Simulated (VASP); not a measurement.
# BaTe (P6_3/mmc) in VASP: notebook, part 2 of 2

VASP 6.6.1.

## (5) Single point, r2SCAN (volume changed by +6%)

Input file POSCAR:

```
BaTe
1.0
    6.0910008814      0.0000000000      0.0000000000
   -3.0455004407      5.2749614977      0.0000000000
    0.0000000000      0.0000000000      7.1394997147
Ba Te
2 2
Direct
    0.3333333333      0.6666666667      0.2500000000
    0.6666666667      0.3333333333      0.7500000000
    0.6666666667      0.3333333333      0.2500000000
    0.3333333333      0.6666666667      0.7500000000
```

Input file INCAR.step1:

```
SYSTEM = BaTe
ALGO = Normal ; EDIFF = 1E-4
ENCUT = 520 ; GGA = PE
ISMEAR = 0 ; LASPH = .True.
LCHARG = .False. ; LREAL = .False.
LWAVE = .True. ; NBANDS = 24
NELM = 60 ; PREC = Accurate
SIGMA = 0.01
```

Input file INCAR.step2:

```
SYSTEM = BaTe
ALGO = Normal ; EDIFF = 1E-6
ENCUT = 520 ; ISIF = 2
ISMEAR = 0 ; ISTART = 1
LASPH = .True. ; LCHARG = .False.
LMIXTAU = .True. ; LREAL = .False.
LWAVE = .False. ; METAGGA = R2SCAN
NBANDS = 24 ; NELM = 60
PREC = Accurate ; SIGMA = 0.01
```

Input file KPOINTS:

```
k-points
0
Gamma
  6 6 4
  0 0 0
```

Potentials or basis: VASP PAW PBE potentials, release 64 (Ba_sv, Te).

Command:

```sh
cat potpaw_PBE.64/Ba_sv/POTCAR potpaw_PBE.64/Te/POTCAR > POTCAR
cp INCAR.step1 INCAR
mpirun -np 1 vasp_std > vasp.out
cp INCAR.step2 INCAR
mpirun -np 1 vasp_std > vasp.out
```

OUTCAR:

```text
SYSTEM = BaTe
   EDIFF = 1E-6
   ENCUT = 520
   ISIF = 2
   ISMEAR = 0
   ISTART = 1
   LASPH = .True.
   LREAL = .False.
   METAGGA = R2SCAN
   NELM = 60
   PREC = Accurate

 ion  position               nearest neighbor table
   1  0.333  0.667  0.250-   3 3.52   3 3.52   3 3.52   4 3.57   4 3.57
   2  0.667  0.333  0.750-   4 3.52   4 3.52   4 3.52   3 3.57   3 3.57
   3  0.667  0.333  0.250-   1 3.52   1 3.52   1 3.52   2 3.57   2 3.57
   4  0.333  0.667  0.750-   2 3.52   2 3.52   2 3.52   1 3.57   1 3.57

  LATTYP: Found a hexagonal cell.
 ALAT       =     6.0910008814
 C/A-ratio  =     1.1721390053

  Lattice vectors:

 A1 = (   6.0910008814,   0.0000000000,   0.0000000000)
 A2 = (  -3.0455004407,   5.2749614977,   0.0000000000)
 A3 = (   0.0000000000,   0.0000000000,   7.1394997147)

Analysis of symmetry for initial positions (statically):
=====================================================================
 Subroutine PRICEL returns:
 Original cell was already a primitive cell.

 Routine SETGRP: Setting up the symmetry group for a
 hexagonal supercell.
[... 167 lines left out ...]

  energy without entropy =     -111.40636060  energy(sigma->0) =     -111.40636060

 E-fermi :   0.5715     XC(G=0):  -7.2410

 val. band max:        0.4995157154   @ k =   0.0000   0.0000   0.0000
 cond. band min:       2.8316440362   @ k =   0.3333   0.3333   0.0000
 fundamental gap:      2.3321283208
 Fermi energy:         0.5715406884

 k-point     1 :       0.0000    0.0000    0.0000
  band No.  band energies     occupation
      1     -27.7197      2.00000
      2     -27.7088      2.00000
      3     -12.5363      2.00000
      4     -12.5149      2.00000
      5     -12.5149      2.00000
      6     -12.4635      2.00000
[... 556 lines left out ...]
     23       5.7504      0.00000
     24       5.7504      0.00000

------------------------ aborting loop because EDIFF is reached ----------------------------------------

  FORCE on cell =-STRESS in cart. coord.  units (eV):
  Direction    XX          YY          ZZ          XY          YZ          ZX
  --------------------------------------------------------------------------------------
  -------------------------------------------------------------------------------------
  Total       -1.4057363     -1.4057363     -1.6207247      0.0000000      0.0000000      0.0000000
  in kB       -9.8183542     -9.8183542    -11.3199393      0.0000000      0.0000000      0.0000000
  external PRESSURE =     -10.3188826 kB  Pullay stress =       0.0000000 kB

 VOLUME and BASIS-vectors are now :
 -----------------------------------------------------------------------------
  energy-cutoff  :      520.00
  volume of cell :      229.39
      direct lattice vectors                 reciprocal lattice vectors
     6.091000881  0.000000000  0.000000000     0.164176630  0.094787422  0.000000000
    -3.045500441  5.274961498  0.000000000     0.000000000  0.189574843  0.000000000
     0.000000000  0.000000000  7.139499715     0.000000000  0.000000000  0.140065837

 POSITION                                       TOTAL-FORCE (eV/Angst)
 -----------------------------------------------------------------------------------
     -0.00000      3.51664      1.78487        -0.000000      0.000000      0.000000
      3.04550      1.75832      5.35462         0.000000     -0.000000      0.000000
      3.04550      1.75832      1.78487         0.000000     -0.000000     -0.000000
     -0.00000      3.51664      5.35462         0.000000     -0.000000     -0.000000
 -----------------------------------------------------------------------------------
    total drift:                                0.000000      0.000000     -0.000000

  FREE ENERGIE OF THE ION-ELECTRON SYSTEM (eV)
  ---------------------------------------------------
  free  energy   TOTEN  =      -111.4063605978 eV

  energy  without entropy=     -111.4063605978  energy(sigma->0) =     -111.40636060
```

OSZICAR.step1:

```text
N       E                     dE             d eps       ncg     rms          rms(c)
DAV:   1     0.226531200724E+03    0.22653E+03   -0.12074E+04  1008   0.106E+03
DAV:   2     0.461250688580E+01   -0.22192E+03   -0.20962E+03  1304   0.198E+02
DAV:   3    -0.162350674465E+02   -0.20848E+02   -0.20750E+02  1416   0.695E+01
DAV:   4    -0.173185424819E+02   -0.10835E+01   -0.10825E+01  1672   0.131E+01
DAV:   5    -0.173323576219E+02   -0.13815E-01   -0.13814E-01  1248   0.173E+00    0.487E+00
DAV:   6    -0.167868839918E+02    0.54547E+00   -0.89031E-01  1424   0.293E+00    0.332E+00
DAV:   7    -0.167146212943E+02    0.72263E-01   -0.64850E-01  1416   0.272E+00    0.139E+00
DAV:   8    -0.167339121765E+02   -0.19291E-01   -0.79831E-02  1264   0.124E+00    0.277E-01
DAV:   9    -0.167381693802E+02   -0.42572E-02   -0.97816E-03  1320   0.425E-01    0.202E-01
DAV:  10    -0.167446984255E+02   -0.65290E-02   -0.52651E-03  1104   0.260E-01    0.531E-02
DAV:  11    -0.167458328562E+02   -0.11344E-02   -0.12370E-03  1096   0.132E-01    0.266E-02
DAV:  12    -0.167461204736E+02   -0.28762E-03   -0.63549E-04   944   0.908E-02    0.134E-02
DAV:  13    -0.167461200433E+02    0.43029E-06   -0.16957E-05   976   0.193E-02
   1 F= -.16746120E+02 E0= -.16746120E+02  d E =-.132358E-14
```

Run time: 4.5 min. Hardware: 1 thread of Intel Xeon 6975P-C (Granite Rapids), shared host; peak memory 0.44 GiB.

What came out:

```
Free energy            : -111.4064 eV
Pressure               : -1.0 GPa
Band gap on the k mesh : 2.33 eV, indirect (least direct gap 2.60 eV)
```

Levels at points of the mesh, in eV from the valence-band top:
```tsv
k point	band 13	band 14	band 15	band 16	band 17	band 18	band 19	band 20
(0.00, 0.00, 0.00)	-0.93	-0.83	-0.83	0.00	2.63	3.21	3.21	4.05
(0.50, 0.00, 0.00)	-0.81	-0.73	-0.48	-0.35	2.78	3.09	3.26	4.22
(0.00, 0.00, 0.50)	-0.98	-0.98	-0.98	-0.98	3.45	3.45	4.61	4.61
(0.50, 0.00, 0.50)	-0.82	-0.82	-0.69	-0.69	3.44	3.44	4.25	4.25
```

Caveat: the PAW data sets were made with another functional, which shifts forces and pressure a little; spin-orbit coupling is left out, which moves the levels of the heavy elements. A k mesh can miss the band edges.

## (6) Overview

```csv
cell,gap on the mesh (eV),pressure (GPa)
"a = 5.974, b = 5.974, c = 7.002 Å, angles 90.0, 90.0, 120.0°, 4 atoms",2.24,0.2
"a = 6.033, b = 6.033, c = 7.072 Å, angles 90.0, 90.0, 120.0°, 4 atoms",2.29,-0.5
"a = 6.091, b = 6.091, c = 7.139 Å, angles 90.0, 90.0, 120.0°, 4 atoms",2.33,-1.0
```

Alike in all rows: task single point; level r2SCAN; potentials or basis VASP PAW PBE potentials, release 64 (Ba_sv, Te); no spin polarisation; k mesh 6 × 6 × 4; cutoff (eV) 520; smearing gaussian 0.01 eV.

Caveats: the PAW data sets were made with another functional, which shifts forces and pressure a little; spin-orbit coupling is left out, which moves the levels of the heavy elements.

Absolute energies hang on the potentials; compare differences alone.
